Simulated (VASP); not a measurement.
# TiO2 (I4_1/amd) in VASP: single point with PBEsol

Aim: the single point of TiO2 with PBEsol.

All numbers are computed with VASP 6.6.1; they aren't measurements. Logs are shortened: lines on timing, memory, paths and dates and some standing lists are left out, and cuts for length are marked.

### Step 1. The cell of the first run

It takes space group I4_1/amd (No. 141, tetragonal). The conventional cell has a = 3.770 Å, b = 3.770 Å, c = 9.552 Å, α = 90.00°, β = 90.00°, γ = 90.00°. Ti (site symmetry -4m2) has 6 O at 1.93 to 1.98 Å within 2.6 Å. Within 2.6 Å of O (site symmetry 2mm) lie 3 Ti at 1.93 to 1.98 Å and 2 O at 2.46 Å.

### Step 2. Single point, PBEsol

INCAR reads:

```
SYSTEM = TiO2
  ALGO = Normal
  EDIFF = 1E-7
  ENCUT = 520
  GGA = PS
  ISIF = 2
  ISMEAR = -1
  LASPH = .TRUE.
  LCHARG = .FALSE.
  LREAL = .FALSE.
  LWAVE = .FALSE.
  NBANDS = 33
  NELM = 60
  PREC = Accurate
  SIGMA = 0.05
```

KPOINTS reads:

```
k-points
0
G
  10 10 10
  0 0 0
```

POSCAR reads:

```
TiO2
1.0
   -1.8848919130      1.8848919130      4.7758706804
    1.8848919130     -1.8848919130      4.7758706804
    1.8848919130      1.8848919130     -4.7758706804
Ti O
2 4
Direct
    0.0000000000      0.0000000000      0.0000000000
    0.7500000000      0.2500000000      0.5000000000
    0.2075273699      0.2075273699      0.0000000000
    0.9575273699      0.4575273699      0.5000000000
    0.5424726301      0.0424726301      0.5000000000
    0.7924726301      0.7924726301      0.0000000000
```

Potentials or basis: VASP PAW PBE potentials, release 64 (Ti_sv, O).

Command:

```bash
cat potpaw_PBE.64/Ti_sv/POTCAR potpaw_PBE.64/O/POTCAR > POTCAR
mpirun -np 1 vasp_std > vasp.out
```

OUTCAR:

```text
SYSTEM = TiO2
   EDIFF = 1E-7
   ENCUT = 520
   GGA = PS
   ISIF = 2
   ISMEAR = -1
   LASPH = .TRUE.
   LREAL = .FALSE.
   NELM = 60
   PREC = Accurate

 ion  position               nearest neighbor table
   1  0.000  0.000  0.000-   5 1.93   4 1.93   5 1.93   4 1.93   3 1.98   6 1.98
   2  0.750  0.250  0.500-   6 1.93   3 1.93   6 1.93   3 1.93   4 1.98   5 1.98
   3  0.208  0.208  0.000-   2 1.93   2 1.93   1 1.98
   4  0.958  0.458  0.500-   1 1.93   1 1.93   2 1.98
   5  0.542  0.042  0.500-   1 1.93   1 1.93   2 1.98
   6  0.792  0.792  0.000-   2 1.93   2 1.93   1 1.98

  LATTYP: Found a body centered tetragonal cell.
 ALAT       =     3.7697838260
 C/A-ratio  =     2.5337636856

  Lattice vectors:

 A1 = (  -1.8848919130,   1.8848919130,   4.7758706804)
 A2 = (   1.8848919130,  -1.8848919130,   4.7758706804)
 A3 = (   1.8848919130,   1.8848919130,  -4.7758706804)

Analysis of symmetry for initial positions (statically):
=====================================================================
 Subroutine PRICEL returns:
 Original cell was already a primitive cell.

 Routine SETGRP: Setting up the symmetry group for a
 body centered tetragonal supercell.

 Subroutine GETGRP returns: Found 16 space group operations
 (whereof  8 operations were pure point group operations)
 out of a pool of 16 trial point group operations.

The static configuration has the point symmetry D_2d.
 The point group associated with its full space group is D_4h.

Analysis of symmetry for dynamics (positions and initial velocities):
=====================================================================
 Subroutine PRICEL returns:
 Original cell was already a primitive cell.

 Routine SETGRP: Setting up the symmetry group for a
 body centered tetragonal supercell.

 Subroutine GETGRP returns: Found 16 space group operations
 (whereof  8 operations were pure point group operations)
 out of a pool of 16 trial point group operations.

The dynamic configuration has the point symmetry D_2d.
 The point group associated with its full space group is D_4h.

 Subroutine INISYM returns: Found 16 space group operations
 (whereof  8 operations are pure point group operations),
 and found     1 'primitive' translations

----------------------------------------------------------------------------------------

                                     Primitive cell

  volume of cell :      67.8712

[... 98 lines left out ...]
   EDIFFG = 0.1E-05   stopping-criterion for IOM
   NSW    =      0    number of steps for IOM
   IBRION =     -1    ionic relax: 0-MD 1-quasi-New 2-CG
   NFREE  =      0    steps in history (QN), initial steepest desc. (CG)
   ISIF   =      2    stress and relaxation
   ISYM   =      2    0-nonsym 1-usesym 2-fastsym
   POTIM  = 0.5000    time-step for ionic-motion
   TEBEG  =    0.0;   TEEND  =   0.0 temperature during run
   PSTRESS=    0.0 pullay stress
   NELECT =      48.0000    total number of electrons
   NUPDOWN=      -1.0000    fix difference up-down
   EMIN   =  10.00;   EMAX   =-10.00  energy-range for DOS
   EFERMI =   0.00;   METHOD = LEGACY
   ISMEAR =    -1;   SIGMA  =   0.05  broadening in eV -4-tet -1-fermi 0-gaus
   EFERMI_NEDOS =   21; number of points for ismear=-14 and -15
   IALGO  =     38    algorithm
   IMIX   =      4    mixing-type and parameters
     AMIX     =   0.40;   BMIX     =  1.00
     AMIX_MAG =   1.60;   BMIX_MAG =  1.00
  volume/ion in A,a.u.               =      11.31        76.34
  Fermi-wavevector in a.u.,A,eV,Ry     =   1.458568  2.756294 28.945325  2.127421
  Thomas-Fermi vector in A             =   2.575237
   LORBIT       =      0    0 simple, 1 ext, 2 COOP (PROOUT), +10 PAW based schemes
   GGA     = PS    functional components
   LHFCALC =     F    Hartree Fock is set to
   AEXX    =    0.0000 exact exchange contribution
   IVDW    =     0    specifies the selected vdW correction
   LEPSILON=     F    determine dielectric tensor
   LRPA    =     F    only Hartree local field effects (RPA)
 non-spin polarized calculation
  energy-cutoff  :      520.00
  volume of cell :       67.87
 maximum number of plane-waves:      1850
 NGX is ok and might be reduce to    42
   NGX = 21   NGY = 21   NGZ = 21

 number of electron      47.9999993 magnetization

 Free energy of the ion-electron system (eV)
  ---------------------------------------------------
  ext. energy  EPLUGINS =         0.00000000
  ---------------------------------------------------
  free energy    TOTEN  =       -56.21747505 eV

  energy without entropy =      -56.21747505  energy(sigma->0) =      -56.21747505

 E-fermi :   4.5044     XC(G=0): -11.0357

 val. band max:        3.3061554318   @ k =  -0.4000   0.4000   0.0000
 cond. band min:       5.4034839278   @ k =   0.0000   0.0000   0.0000
 fundamental gap:      2.0973284959
 Fermi energy:         4.5043911318

 k-point     1 :       0.0000    0.0000    0.0000
  band No.  band energies     occupation
      1     -52.7902      2.00000
      2     -52.7278      2.00000
      3     -29.3827      2.00000
      4     -29.1337      2.00000
      5     -29.1337      2.00000
      6     -29.0606      2.00000
[... 853 lines left out ...]
     32       9.8811      0.00000
     33      10.7738      0.00000

 [... further k-points ...]

------------------------ aborting loop because EDIFF is reached ----------------------------------------

  FORCE on cell =-STRESS in cart. coord.  units (eV):
  Direction    XX          YY          ZZ          XY          YZ          ZX
  --------------------------------------------------------------------------------------
  -------------------------------------------------------------------------------------
  Total        0.2827747      0.2827747      0.3205650      0.0000000      0.0000000      0.0000000
  in kB        6.6752216      6.6752216      7.5673044      0.0000000      0.0000000      0.0000000
  external PRESSURE =       6.9725825 kB  Pullay stress =       0.0000000 kB

 VOLUME and BASIS-vectors are now :
 -----------------------------------------------------------------------------
  energy-cutoff  :      520.00
  volume of cell :       67.87
      direct lattice vectors                 reciprocal lattice vectors
    -1.884891913  1.884891913  4.775870680     0.000000000  0.265267200  0.104692952
     1.884891913 -1.884891913  4.775870680     0.265267200  0.000000000  0.104692952
     1.884891913  1.884891913 -4.775870680     0.265267200  0.265267200  0.000000000

 POSITION                                       TOTAL-FORCE (eV/Angst)
 -----------------------------------------------------------------------------------
      0.00000      0.00000      0.00000         0.000000      0.000000      0.000000
     -0.00000      1.88489      2.38794         0.000000      0.000000      0.000000
      0.00000      0.00000      1.98225        -0.000000     -0.000000      0.019793
     -0.00000      1.88489      4.37018        -0.000000     -0.000000      0.019793
      0.00000      1.88489      0.40569         0.000000      0.000000     -0.019793
      0.00000      0.00000      7.56949         0.000000      0.000000     -0.019793
 -----------------------------------------------------------------------------------
    total drift:                               -0.000000     -0.000000      0.000000

  FREE ENERGIE OF THE ION-ELECTRON SYSTEM (eV)
  ---------------------------------------------------
  free  energy   TOTEN  =       -56.2174750476 eV

  energy  without entropy=      -56.2174750475  energy(sigma->0) =      -56.21747505
```

It took 4 min on 1 thread of Intel Xeon 6975P-C (Granite Rapids), shared host; peak memory 0.36 GiB.

Results:

- Free energy: -56.2175 eV
- Pressure: 0.7 GPa
- Largest force: 0.020 eV/Å
- Band gap on the k mesh: 2.10 eV, indirect (least direct gap 2.42 eV)

Forces on the atoms (eV/Å):
```
Ti   0.000  0.000  0.000
Ti   0.000  0.000  0.000
O    0.000  0.000  0.020
O    0.000  0.000  0.020
O    0.000  0.000 -0.020
O    0.000  0.000 -0.020
```

Caveat: the PAW data sets were made with another functional, which shifts forces and pressure a little.
